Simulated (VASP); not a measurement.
# ZnS (zincblende type) (F-43m) in VASP: density of states with LDA

Aim: the density of states of ZnS (zincblende type) with LDA.

All numbers are computed with VASP 6.6.1; they aren't measurements. Logs are shortened: lines on timing, memory, paths and dates and some standing lists are left out, and cuts for length are marked.

## 1. The cell of the first run

The structure is cubic, space group F-43m (No. 216). The conventional cell has a = 4.340 Å, b = 4.340 Å, c = 4.340 Å, α = 90.00°, β = 90.00°, γ = 90.00°. Within 2.5 Å of Zn (site symmetry -43m) lie 4 S at 1.88 Å. S (site symmetry -43m) has 4 Zn at 1.88 Å within 2.5 Å.

## 2. Density of states, LDA (volume scaled by 0.55)

POSCAR reads:

```
ZnS
1.0
    0.0000000000      2.1698891222      2.1698891222
    2.1698891222      0.0000000000      2.1698891222
    2.1698891222      2.1698891222      0.0000000000
Zn S
1 1
Direct
    0.0000000000      0.0000000000      0.0000000000
    0.2500000000      0.2500000000      0.2500000000
```

INCAR.step1 reads:

```
SYSTEM = ZnS
PREC = Accurate
ENCUT = 520
EDIFF = 1E-6
ISMEAR = -1
SIGMA = 0.05
LREAL = .FALSE.
LASPH = .TRUE.
NELM = 60
ALGO = Normal
ISIF = 2
LWAVE = .FALSE.
LCHARG = .TRUE.
GGA = CA
NBANDS = 16
```

KPOINTS.step1 reads:

```
Automatic mesh
0
G
  12 12 12
  0 0 0
```

INCAR.step2 reads:

```
SYSTEM = ZnS
PREC = Accurate
ENCUT = 520
EDIFF = 1E-6
ISMEAR = -5
SIGMA = 0.05
LREAL = .FALSE.
LASPH = .TRUE.
NELM = 60
ALGO = Normal
ISIF = 2
LWAVE = .FALSE.
LCHARG = .FALSE.
GGA = CA
LORBIT = 11
NBANDS = 16
NEDOS = 2001
ICHARG = 11
```

KPOINTS.step2 reads:

```
Automatic mesh
0
G
  18 18 18
  0 0 0
```

Potentials or basis: VASP PAW LDA potentials, release 64 (Zn, S).

Command:

```sh
> cat potpaw_LDA.64/Zn/POTCAR potpaw_LDA.64/S/POTCAR > POTCAR
> cp INCAR.step1 INCAR
> cp KPOINTS.step1 KPOINTS
> mpirun -np 1 vasp_std > vasp.out
> cp INCAR.step2 INCAR
> cp KPOINTS.step2 KPOINTS
> mpirun -np 1 vasp_std > vasp.out
```

OUTCAR:

```text
SYSTEM = ZnS
   PREC = Accurate
   ENCUT = 520
   EDIFF = 1E-6
   ISMEAR = -5
   LREAL = .FALSE.
   LASPH = .TRUE.
   NELM = 60
   ISIF = 2
   GGA = CA
   LORBIT = 11
   ICHARG = 11

 ion  position               nearest neighbor table
   1  0.000  0.000  0.000-   2 1.88   2 1.88   2 1.88   2 1.88
   2  0.250  0.250  0.250-   1 1.88   1 1.88   1 1.88   1 1.88

  LATTYP: Found a face centered cubic cell.
 ALAT       =     4.3397782444

  Lattice vectors:

 A1 = (   0.0000000000,   2.1698891222,   2.1698891222)
 A2 = (   2.1698891222,   0.0000000000,   2.1698891222)
 A3 = (   2.1698891222,   2.1698891222,   0.0000000000)

Analysis of symmetry for initial positions (statically):
=====================================================================
 Subroutine PRICEL returns:
 Original cell was already a primitive cell.

 Routine SETGRP: Setting up the symmetry group for a
 face centered cubic supercell.

 Subroutine GETGRP returns: Found 24 space group operations
 (whereof 24 operations were pure point group operations)
 out of a pool of 48 trial point group operations.

The static configuration has the point symmetry T_d .

Analysis of symmetry for dynamics (positions and initial velocities):
=====================================================================
 Subroutine PRICEL returns:
 Original cell was already a primitive cell.

 Routine SETGRP: Setting up the symmetry group for a
 face centered cubic supercell.

 Subroutine GETGRP returns: Found 24 space group operations
 (whereof 24 operations were pure point group operations)
 out of a pool of 48 trial point group operations.

The dynamic configuration has the point symmetry T_d .

 Subroutine INISYM returns: Found 24 space group operations
 (whereof 24 operations are pure point group operations),
 and found     1 'primitive' translations

----------------------------------------------------------------------------------------

                                     Primitive cell

  volume of cell :      20.4335

  direct lattice vectors                    reciprocal lattice vectors
     0.000000000  2.169889122  2.169889122    -0.230426520  0.230426520  0.230426520
     2.169889122  0.000000000  2.169889122     0.230426520 -0.230426520  0.230426520
     2.169889122  2.169889122  0.000000000     0.230426520  0.230426520 -0.230426520

  length of vectors
     3.068686625  3.068686625  3.068686625     0.399110441  0.399110441  0.399110441

  position of ions in fractional coordinates (direct lattice)
     0.000000000  0.000000000  0.000000000
     0.250000000  0.250000000  0.250000000

  ion indices of the primitive-cell ions
   primitive index   ion index
                 1           1
                 2           2

----------------------------------------------------------------------------------------

 KPOINTS: Automatic mesh

Automatic generation of k-mesh.
 Grid dimensions read from file:
 generate k-points for:   18   18   18

 Generating k-lattice:

  Cartesian coordinates                     Fractional coordinates (reciprocal lattice)
    -0.012801473  0.012801473  0.012801473     0.055555556  0.000000000  0.000000000
     0.012801473 -0.012801473  0.012801473     0.000000000  0.055555556  0.000000000
     0.012801473  0.012801473 -0.012801473     0.000000000  0.000000000  0.055555556

  Length of vectors
     0.022172802  0.022172802  0.022172802

  Shift w.r.t. Gamma in fractional coordinates (k-lattice)
     0.000000000  0.000000000  0.000000000

 TETIRR: Found    806 inequivalent tetrahedra from    34992

 Subroutine IBZKPT returns following result:
 ===========================================

 Found    195 irreducible k-points:

 Following reciprocal coordinates:
            Coordinates               Weight
  0.000000  0.000000  0.000000      1.000000
  0.055556  0.000000  0.000000      8.000000
  0.111111  0.000000  0.000000      8.000000
  0.166667  0.000000  0.000000      8.000000
  0.222222  0.000000  0.000000      8.000000
  0.277778  0.000000  0.000000      8.000000
[... 16 lines left out ...]
 -0.277778  0.055556  0.000000     24.000000
 -0.222222  0.055556  0.000000     24.000000
 [... further k-points ...]
   k-points           NKPTS =    195   k-points in BZ     NKDIM =    195   number of bands    NBANDS=     16
   number of dos      NEDOS =   2001   number of ions     NIONS =      2
   total plane-waves  NPLWV =  13824
   dimension x,y,z NGX =    24 NGY =   24 NGZ =   24
   dimension x,y,z NGXF=    48 NGYF=   48 NGZF=   48
   ions per type =               1   1
   NGX,Y,Z   is equivalent  to a cutoff of  13.00, 13.00, 13.00 a.u.
   NGXF,Y,Z  is equivalent  to a cutoff of  26.00, 26.00, 26.00 a.u.
 SYSTEM =  ZnS
   PREC   = accura    normal or accurate (medium, high low for compatibility)
   ISTART =      0    job   : 0-new  1-cont  2-samecut
   ICHARG =     11    charge: 1-file 2-atom 10-const
   ISPIN  =      1    spin polarized calculation?
   LNONCOLLINEAR =      F non collinear calculations
   LSORBIT =      F    spin-orbit coupling
   LASPH  =      T    aspherical Exc in radial PAW
   ENCUT  =  520.0 eV  38.22 Ry    6.18 a.u.   5.71  5.71  5.71*2*pi/ulx,y,z
   NELM   =     60;   NELMIN=  2; NELMDL=  0     # of ELM steps
   EDIFF  = 0.1E-05   stopping-criterion for ELM
   LREAL  =      F    real-space projection
   EDIFFG = 0.1E-04   stopping-criterion for IOM
   NSW    =      0    number of steps for IOM
   IBRION =     -1    ionic relax: 0-MD 1-quasi-New 2-CG
   NFREE  =      0    steps in history (QN), initial steepest desc. (CG)
   ISIF   =      2    stress and relaxation
   ISYM   =      2    0-nonsym 1-usesym 2-fastsym
   POTIM  = 0.5000    time-step for ionic-motion
   TEBEG  =    0.0;   TEEND  =   0.0 temperature during run
   PSTRESS=    0.0 pullay stress
   NELECT =      18.0000    total number of electrons
   NUPDOWN=      -1.0000    fix difference up-down
   EMIN   =  10.00;   EMAX   =-10.00  energy-range for DOS
   EFERMI =   0.00;   METHOD = LEGACY
   ISMEAR =    -5;   SIGMA  =   0.05  broadening in eV -4-tet -1-fermi 0-gaus
   EFERMI_NEDOS =   21; number of points for ismear=-14 and -15
   IALGO  =     38    algorithm
   IMIX   =      4    mixing-type and parameters
     AMIX     =   0.40;   BMIX     =  1.00
     AMIX_MAG =   1.60;   BMIX_MAG =  1.00
  volume/ion in A,a.u.               =      10.22        68.95
  Fermi-wavevector in a.u.,A,eV,Ry     =   1.569344  2.965630 33.508976  2.462840
  Thomas-Fermi vector in A             =   2.671240
   LORBIT       =     11    0 simple, 1 ext, 2 COOP (PROOUT), +10 PAW based schemes
   GGA     = CA    functional components
   LHFCALC =     F    Hartree Fock is set to
   AEXX    =    0.0000 exact exchange contribution
   IVDW    =     0    specifies the selected vdW correction
   LEPSILON=     F    determine dielectric tensor
   LRPA    =     F    only Hartree local field effects (RPA)
 non-spin polarized calculation
 Fermi weights with tetrahedron method with Bloechl corrections
  energy-cutoff  :      520.00
  volume of cell :       20.43
 maximum number of plane-waves:       568

 number of electron      18.0000012 magnetization

 Free energy of the ion-electron system (eV)
  ---------------------------------------------------
  ext. energy  EPLUGINS =         0.00000000
  ---------------------------------------------------
  free energy    TOTEN  =        -2.22809085 eV

  energy without entropy =       -2.22809085  energy(sigma->0) =       -2.22809085

 E-fermi :  11.1587     XC(G=0): -13.3983

 val. band max:       11.1469557828   @ k =   0.0000   0.0000   0.0000
 cond. band min:      12.2678548565   @ k =   0.5000   0.5000   0.0000
 fundamental gap:      1.1208990737
 Fermi energy:        11.1586566507

 k-point     1 :       0.0000    0.0000    0.0000
  band No.  band energies     occupation
      1      -9.1312      2.00000
      2      -0.7732      2.00000
      3      -0.7732      2.00000
      4      -0.7732      2.00000
      5       0.6883      2.00000
      6       0.6883      2.00000
[... 8 lines left out ...]
     15      23.1904      0.00000
     16      25.9752      0.00000

 k-point     2 :       0.0556    0.0000    0.0000
  band No.  band energies     occupation
      1      -9.0726      2.00000
      2      -0.7869      2.00000
      3      -0.7599      2.00000
      4      -0.7599      2.00000
      5       0.6851      2.00000
      6       0.6851      2.00000
[... 8 lines left out ...]
     15      22.8763      0.00000
     16      25.8707      0.00000

 k-point     3 :       0.1111    0.0000    0.0000
  band No.  band energies     occupation
      1      -8.8990      2.00000
      2      -0.8250      2.00000
      3      -0.7222      2.00000
      4      -0.7222      2.00000
      5       0.6777      2.00000
      6       0.6777      2.00000
[... 8 lines left out ...]
     15      22.2751      0.00000
     16      25.5837      0.00000

 k-point     4 :       0.1667    0.0000    0.0000
  band No.  band energies     occupation
      1      -8.6181      2.00000
      2      -0.8788      2.00000
      3      -0.6677      2.00000
      4      -0.6677      2.00000
      5       0.6721      2.00000
      6       0.6721      2.00000
[... 8 lines left out ...]
     15      21.8205      0.00000
     16      25.2668      0.00000
[... 324 lines left out ...]
 k-point    22 :      -0.3333    0.0556    0.0000
  band No.  band energies     occupation
      1      -7.1338      2.00000
      2      -0.9659      2.00000
      3      -0.5065      2.00000
      4      -0.4869      2.00000
      5       0.7002      2.00000
      6       0.8018      2.00000
[... 8 lines left out ...]
     15      24.2026      0.00000
     16      26.5433      0.00000

 k-point    23 :      -0.2778    0.0556    0.0000
  band No.  band energies     occupation
      1      -7.6001      2.00000
      2      -0.9831      2.00000
      3      -0.5340      2.00000
      4      -0.5241      2.00000
      5       0.6545      2.00000
      6       0.7625      2.00000
[... 8 lines left out ...]
     15      23.5511      0.00000
     16      25.7684      0.00000

 k-point    24 :      -0.2222    0.0556    0.0000
  band No.  band energies     occupation
      1      -8.0554      2.00000
      2      -0.9576      2.00000
      3      -0.5775      2.00000
      4      -0.5771      2.00000
      5       0.6305      2.00000
      6       0.7308      2.00000
[... 8 lines left out ...]
     15      22.9485      0.00000
     16      25.4794      0.00000

 [... further k-points ...]
[... 5 lines left out ...]
  --------------------------------------------------------------------------------------
  -------------------------------------------------------------------------------------
  Total       25.0001287     25.0001287     25.0001287      0.0000000      0.0000000      0.0000000
  in kB     1960.2443169   1960.2443169   1960.2443169      0.0000000      0.0000000      0.0000000
  external PRESSURE =    1960.2443169 kB  Pullay stress =       0.0000000 kB

 VOLUME and BASIS-vectors are now :
 -----------------------------------------------------------------------------
  energy-cutoff  :      520.00
  volume of cell :       20.43
      direct lattice vectors                 reciprocal lattice vectors
     0.000000000  2.169889122  2.169889122    -0.230426520  0.230426520  0.230426520
     2.169889122  0.000000000  2.169889122     0.230426520 -0.230426520  0.230426520
     2.169889122  2.169889122  0.000000000     0.230426520  0.230426520 -0.230426520

 POSITION                                       TOTAL-FORCE (eV/Angst)
 -----------------------------------------------------------------------------------
      0.00000      0.00000      0.00000         0.000000     -0.000000      0.000000
      1.08494      1.08494      1.08494        -0.000000      0.000000     -0.000000
 -----------------------------------------------------------------------------------
    total drift:                                0.000005      0.000005      0.000004

  FREE ENERGIE OF THE ION-ELECTRON SYSTEM (eV)
  ---------------------------------------------------
  free  energy   TOTEN  =        -2.2280908527 eV

  energy  without entropy=       -2.2280908527  energy(sigma->0) =       -2.22809085

 total charge

# of ion       s       p       d       tot
------------------------------------------
    1        0.865   1.462  10.060  12.387
    2        1.340   2.903   0.000   4.243
--------------------------------------------------
tot          2.204   4.365  10.060  16.629
```

It took 24 s on 1 thread of AMD EPYC 9R45 (Zen 5), shared host; peak memory 0.14 GiB.

What came out:

```yaml
Valence_electrons_inside_the_program's_atomic_spheres: Zn 12.39; S 4.24
```
